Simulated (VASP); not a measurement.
Set up this calculation in VASP 6.6.1, as the native input.

- Task: single point
- Functional: LDA
- Potentials or basis: VASP PAW LDA potentials, release 64 (Cd_sv_GW)
- Cutoff: 630 eV
- k mesh: 16 × 16 × 9
- Occupations: fermi-dirac, width 0.1 eV
- Spin: no spin polarisation
- Dipole correction: no
- Further INCAR settings: ALGO = Normal; EDIFF = 1e-06; NBANDS = 27

The structure of Cd lies in POSCAR:

```
Cd
1.0
    2.8110156219      0.0000000000      0.0000000000
   -1.4055078110      2.4344109390      0.0000000000
    0.0000000000      0.0000000000      4.9428066530
Cd
2
Direct
    0.3333333333      0.6666666667      0.2500000000
    0.6666666667      0.3333333333      0.7500000000
```

One way to write it, as run:

INCAR

```
SYSTEM = Cd
ALGO     = Normal         ! electronic algorithm
EDIFF    = 1E-6           ! SCF threshold, eV
ENCUT    = 630            ! plane-wave cutoff, eV
GGA_COMPAT= .FALSE.      
ISIF     = 2              ! what is computed and relaxed
ISMEAR   = -1             ! smearing method
LASPH    = .TRUE.         ! aspherical terms in the spheres
LCHARG   = .FALSE.        ! write CHGCAR
LREAL    = .FALSE.        ! projectors in reciprocal space
LWAVE    = .FALSE.        ! write WAVECAR
NBANDS   = 27             ! bands
NELM     = 120            ! most SCF steps
PREC     = Accurate       ! precision mode
SIGMA    = 0.1            ! smearing width, eV
```

KPOINTS

```
k-points
0
G
  16 16 9
  0 0 0
```

Potentials or basis: VASP PAW LDA potentials, release 64 (Cd_sv_GW).

The run is started by

```bash
$ cat potpaw_LDA.64/Cd_sv_GW/POTCAR > POTCAR
$ mpirun -np 1 vasp_std > vasp.out
```

It gave:

| Item | Value |
| --- | --- |
| Pressure | 18.1 GPa |
| Band gap on the k mesh | zero (bands 20 and 21 overlap by 3.65 eV) |

Caveat: the cell stands under pressure.

It took 110 s on 1 thread of Intel(R) Xeon(R) Platinum 8259CL CPU @ 2.50GHz (Skylake/Cascade Lake) (shared host), peak memory 0.28 GiB.
